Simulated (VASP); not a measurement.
# Re (Pm-3m) in VASP: further runs

Runs on Re. Level: r2SCAN. Tasks: single point.

All numbers are computed with VASP 6.6.1; they aren't measurements. Logs are shortened: lines on timing, memory, paths and dates and some standing lists are left out, and cuts for length are marked.

## 1. The cell of the first run

The structure is cubic, space group Pm-3m (No. 221). Conventional cell: a = 2.561 Å, b = 2.561 Å, c = 2.561 Å, α = 90.00°, β = 90.00°, γ = 90.00°. Re (site symmetry m-3m) has 6 Re at 2.56 Å within 3.4 Å.

## 2. Single point, r2SCAN

Contents of POSCAR:

```
Re
1.0
    2.5609354111      0.0000000000      0.0000000000
    0.0000000000      2.5609354111      0.0000000000
    0.0000000000      0.0000000000      2.5609354111
Re
1
Direct
    0.0000000000      0.0000000000      0.0000000000
```

Contents of INCAR.step1:

```
SYSTEM = Re
  PREC = Accurate
  ENCUT = 520
  ISMEAR = 1
  SIGMA = 0.05
  LREAL = .False.
  LASPH = .True.
  NELM = 60
  NBANDS = 10
  GGA = PE
  ALGO = Normal
  EDIFF = 1E-4
  LWAVE = .True.
  LCHARG = .False.
```

Contents of INCAR.step2:

```
SYSTEM = Re
  PREC = Accurate
  ENCUT = 520
  EDIFF = 1E-6
  ISMEAR = 1
  SIGMA = 0.05
  LREAL = .False.
  LASPH = .True.
  NELM = 60
  ALGO = Normal
  ISIF = 2
  LWAVE = .False.
  LCHARG = .True.
  METAGGA = R2SCAN
  LMIXTAU = .True.
  LELF = .True.
  LVHAR = .True.
  NBANDS = 10
  ISTART = 1
```

Contents of KPOINTS:

```
Automatic mesh
0
Gamma
  10 10 10
  0 0 0
```

Potentials or basis: VASP PAW PBE potentials, release 64 (Re).

The run is started by

```bash
$ cat potpaw_PBE.64/Re/POTCAR > POTCAR
$ cp INCAR.step1 INCAR
$ mpirun -np 1 vasp_std > vasp.out
$ cp INCAR.step2 INCAR
$ mpirun -np 1 vasp_std > vasp.out
```

OUTCAR:

```text
SYSTEM = Re
   PREC = Accurate
   ENCUT = 520
   EDIFF = 1E-6
   ISMEAR = 1
   LREAL = .False.
   LASPH = .True.
   NELM = 60
   ISIF = 2
   METAGGA = R2SCAN
   ISTART = 1

 ion  position               nearest neighbor table
   1  0.000  0.000  0.000-

  LATTYP: Found a simple cubic cell.
 ALAT       =     2.5609354111

  Lattice vectors:

 A1 = (   2.5609354111,   0.0000000000,   0.0000000000)
 A2 = (   0.0000000000,   2.5609354111,   0.0000000000)
 A3 = (   0.0000000000,   0.0000000000,   2.5609354111)

Analysis of symmetry for initial positions (statically):
=====================================================================
 Subroutine PRICEL returns:
 Original cell was already a primitive cell.

 Routine SETGRP: Setting up the symmetry group for a
 simple cubic supercell.

 Subroutine GETGRP returns: Found 48 space group operations
 (whereof 48 operations were pure point group operations)
 out of a pool of 48 trial point group operations.

The static configuration has the point symmetry O_h .

Analysis of symmetry for dynamics (positions and initial velocities):
=====================================================================
 Subroutine PRICEL returns:
 Original cell was already a primitive cell.

 Routine SETGRP: Setting up the symmetry group for a
 simple cubic supercell.

 Subroutine GETGRP returns: Found 48 space group operations
 (whereof 48 operations were pure point group operations)
 out of a pool of 48 trial point group operations.

The dynamic configuration has the point symmetry O_h .

 Subroutine INISYM returns: Found 48 space group operations
 (whereof 48 operations are pure point group operations),
 and found     1 'primitive' translations

----------------------------------------------------------------------------------------

                                     Primitive cell

  volume of cell :      16.7956

  direct lattice vectors                    reciprocal lattice vectors
     2.560935411  0.000000000  0.000000000     0.390482320  0.000000000  0.000000000
     0.000000000  2.560935411  0.000000000     0.000000000  0.390482320  0.000000000
     0.000000000  0.000000000  2.560935411     0.000000000  0.000000000  0.390482320

  length of vectors
     2.560935411  2.560935411  2.560935411     0.390482320  0.390482320  0.390482320

  position of ions in fractional coordinates (direct lattice)
     0.000000000  0.000000000  0.000000000

  ion indices of the primitive-cell ions
   primitive index   ion index
                 1           1

----------------------------------------------------------------------------------------

 KPOINTS: Automatic mesh

Automatic generation of k-mesh.
 Grid dimensions read from file:
 generate k-points for:   10   10   10

 Generating k-lattice:

  Cartesian coordinates                     Fractional coordinates (reciprocal lattice)
     0.039048232  0.000000000  0.000000000     0.100000000  0.000000000  0.000000000
     0.000000000  0.039048232  0.000000000     0.000000000  0.100000000  0.000000000
     0.000000000  0.000000000  0.039048232     0.000000000  0.000000000  0.100000000

  Length of vectors
     0.039048232  0.039048232  0.039048232

  Shift w.r.t. Gamma in fractional coordinates (k-lattice)
     0.000000000  0.000000000  0.000000000

 Subroutine IBZKPT returns following result:
 ===========================================

 Found     56 irreducible k-points:

 Following reciprocal coordinates:
            Coordinates               Weight
  0.000000  0.000000  0.000000      1.000000
  0.100000  0.000000  0.000000      6.000000
  0.200000  0.000000  0.000000      6.000000
  0.300000  0.000000  0.000000      6.000000
  0.400000  0.000000  0.000000      6.000000
  0.500000  0.000000  0.000000      3.000000
[... 16 lines left out ...]
  0.200000  0.100000  0.100000     24.000000
  0.300000  0.100000  0.100000     24.000000
 [... further k-points ...]
   k-points           NKPTS =     56   k-points in BZ     NKDIM =     56   number of bands    NBANDS=     10
   number of dos      NEDOS =    301   number of ions     NIONS =      1
   total plane-waves  NPLWV =   8000
   dimension x,y,z NGX =    20 NGY =   20 NGZ =   20
   dimension x,y,z NGXF=    40 NGYF=   40 NGZF=   40
   ions per type =               1
   NGX,Y,Z   is equivalent  to a cutoff of  12.98, 12.98, 12.98 a.u.
   NGXF,Y,Z  is equivalent  to a cutoff of  25.97, 25.97, 25.97 a.u.
 SYSTEM =  Re
   PREC   = accura    normal or accurate (medium, high low for compatibility)
   ISTART =      1    job   : 0-new  1-cont  2-samecut
   ICHARG =      0    charge: 1-file 2-atom 10-const
   ISPIN  =      1    spin polarized calculation?
   LNONCOLLINEAR =      F non collinear calculations
   LSORBIT =      F    spin-orbit coupling
   LASPH  =      T    aspherical Exc in radial PAW
   ENCUT  =  520.0 eV  38.22 Ry    6.18 a.u.   4.76  4.76  4.76*2*pi/ulx,y,z
   NELM   =     60;   NELMIN=  2; NELMDL=  0     # of ELM steps
   EDIFF  = 0.1E-05   stopping-criterion for ELM
   LREAL  =      F    real-space projection
   EDIFFG = 0.1E-04   stopping-criterion for IOM
   NSW    =      0    number of steps for IOM
   IBRION =     -1    ionic relax: 0-MD 1-quasi-New 2-CG
   NFREE  =      0    steps in history (QN), initial steepest desc. (CG)
   ISIF   =      2    stress and relaxation
   ISYM   =      2    0-nonsym 1-usesym 2-fastsym
   POTIM  = 0.5000    time-step for ionic-motion
   TEBEG  =    0.0;   TEEND  =   0.0 temperature during run
   PSTRESS=    0.0 pullay stress
   NELECT =       7.0000    total number of electrons
   NUPDOWN=      -1.0000    fix difference up-down
   EMIN   =  10.00;   EMAX   =-10.00  energy-range for DOS
   EFERMI =   0.00;   METHOD = LEGACY
   ISMEAR =     1;   SIGMA  =   0.05  broadening in eV -4-tet -1-fermi 0-gaus
   EFERMI_NEDOS =   21; number of points for ismear=-14 and -15
   IALGO  =     38    algorithm
   IMIX   =      4    mixing-type and parameters
     AMIX     =   0.40;   BMIX     =  1.00
     AMIX_MAG =   1.60;   BMIX_MAG =  1.00
  volume/ion in A,a.u.               =      16.80       113.34
  Fermi-wavevector in a.u.,A,eV,Ry     =   1.222857  2.310864 20.345858  1.495378
  Thomas-Fermi vector in A             =   2.357988
   LORBIT       =      0    0 simple, 1 ext, 2 COOP (PROOUT), +10 PAW based schemes
   METAGGA = R2SCAN    functional components
   LHFCALC =     F    Hartree Fock is set to
   AEXX    =    0.0000 exact exchange contribution
   IVDW    =     0    specifies the selected vdW correction
   LEPSILON=     F    determine dielectric tensor
   LRPA    =     F    only Hartree local field effects (RPA)
 non-spin polarized calculation
 Methfessel and Paxton  Order N= 1 SIGMA  =   0.05
  energy-cutoff  :      520.00
  volume of cell :       16.80
 maximum number of plane-waves:       468
 NGX is ok and might be reduce to    20
   NGX =  9   NGY =  9   NGZ =  9

 number of electron       7.0000000 magnetization

 Free energy of the ion-electron system (eV)
  ---------------------------------------------------
  ext. energy  EPLUGINS =         0.00000000
  ---------------------------------------------------
  free energy    TOTEN  =       -51.07119261 eV

  energy without entropy =      -51.07122463  energy(sigma->0) =      -51.07120328

 E-fermi :   6.7341     XC(G=0): -13.9028

 val. band max:        6.6693359152   @ k =   0.5000   0.0000   0.0000
 cond. band min:       6.7362658384   @ k =   0.5000   0.1000   0.0000
 fundamental gap:      0.0669299232
 Fermi energy:         6.7341121540

 k-point     1 :       0.0000    0.0000    0.0000
  band No.  band energies     occupation
      1      -2.9879      2.00000
      2       0.8848      2.00000
      3       0.8848      2.00000
      4      10.4885      0.00000
      5      10.4885      0.00000
      6      10.4885      0.00000
      7      23.1143      0.00000
      8      23.1143      0.00000
      9      23.1143      0.00000
     10      29.7517      0.00000

 k-point     2 :       0.1000    0.0000    0.0000
  band No.  band energies     occupation
      1      -2.6438      2.00000
      2       0.9710      2.00000
      3       1.2609      2.00000
      4       9.9922      0.00000
      5       9.9922      0.00000
      6      10.5249      0.00000
      7      21.3578      0.00000
      8      23.8245      0.00000
      9      23.8245      0.00000
     10      30.0366      0.00000

 k-point     3 :       0.2000    0.0000    0.0000
  band No.  band energies     occupation
      1      -1.7785      2.00000
      2       1.2047      2.00000
      3       2.3770      2.00000
      4       8.8791      0.00000
      5       8.8791      0.00000
      6      10.6214      0.00000
      7      18.5612      0.00000
      8      25.5324      0.00000
      9      25.5324      0.00000
     10      27.0299      0.00000

 k-point     4 :       0.3000    0.0000    0.0000
  band No.  band energies     occupation
      1      -0.7362      2.00000
      2       1.5113      2.00000
      3       3.9766      2.00000
      4       7.7433      0.00000
      5       7.7433      0.00000
      6      10.7430      0.00000
      7      16.3996      0.00000
      8      24.6265      0.00000
      9      27.5428      0.00000
     10      27.5428      0.00000
[... 222 lines left out ...]
 k-point    22 :       0.1000    0.1000    0.1000
  band No.  band energies     occupation
      1      -1.9414      2.00000
      2       1.5689      2.00000
      3       1.5689      2.00000
      4       9.3438      0.00000
      5       9.5960      0.00000
      6       9.5960      0.00000
      7      22.0830      0.00000
      8      22.9935      0.00000
      9      22.9935      0.00000
     10      30.9797      0.00000

 k-point    23 :       0.2000    0.1000    0.1000
  band No.  band energies     occupation
      1      -1.0659      2.00000
      2       1.8023      2.00000
      3       2.6452      2.00000
      4       8.3322      0.00000
      5       8.3942      0.00000
      6       9.6663      0.00000
      7      19.8026      0.00000
      8      23.6984      0.00000
      9      24.5259      0.00000
     10      28.7612      0.00000

 k-point    24 :       0.3000    0.1000    0.1000
  band No.  band energies     occupation
      1      -0.0242      2.00000
      2       2.1165      2.00000
      3       3.9471      2.00000
      4       7.1676     -0.00000
      5       7.6716     -0.00000
      6       9.8207      0.00000
      7      17.4453      0.00000
      8      24.9511      0.00000
      9      25.0307      0.00000
     10      28.2804      0.00000

 [... further k-points ...]
[... 5 lines left out ...]
  --------------------------------------------------------------------------------------
  -------------------------------------------------------------------------------------
  Total       -0.0996917     -0.0996917     -0.0996917      0.0000000      0.0000000     -0.0000000
  in kB       -9.5098528     -9.5098528     -9.5098528      0.0000000      0.0000000     -0.0000000
  external PRESSURE =      -9.5098528 kB  Pullay stress =       0.0000000 kB

 VOLUME and BASIS-vectors are now :
 -----------------------------------------------------------------------------
  energy-cutoff  :      520.00
  volume of cell :       16.80
      direct lattice vectors                 reciprocal lattice vectors
     2.560935411  0.000000000  0.000000000     0.390482320  0.000000000  0.000000000
     0.000000000  2.560935411  0.000000000     0.000000000  0.390482320  0.000000000
     0.000000000  0.000000000  2.560935411     0.000000000  0.000000000  0.390482320

 POSITION                                       TOTAL-FORCE (eV/Angst)
 -----------------------------------------------------------------------------------
      0.00000      0.00000      0.00000         0.000000      0.000000      0.000000
 -----------------------------------------------------------------------------------
    total drift:                               -0.000000      0.000000      0.000000

  FREE ENERGIE OF THE ION-ELECTRON SYSTEM (eV)
  ---------------------------------------------------
  free  energy   TOTEN  =       -51.0711926099 eV

  energy  without entropy=      -51.0712246329  energy(sigma->0) =      -51.07120328
```

Wall time 28 s (1 thread of Intel Xeon Platinum 8259CL at 2.50GHz (Skylake/Cascade Lake), shared host); peak memory 0.13 GiB.

Results:

- Free energy: -51.0712 eV
- Pressure: -1.0 GPa

Caveat: the PAW data sets were made with another functional, which shifts forces and pressure a little; spin-orbit coupling is left out, which moves the levels of the heavy elements.

(Part 1 of 2 ends here.)
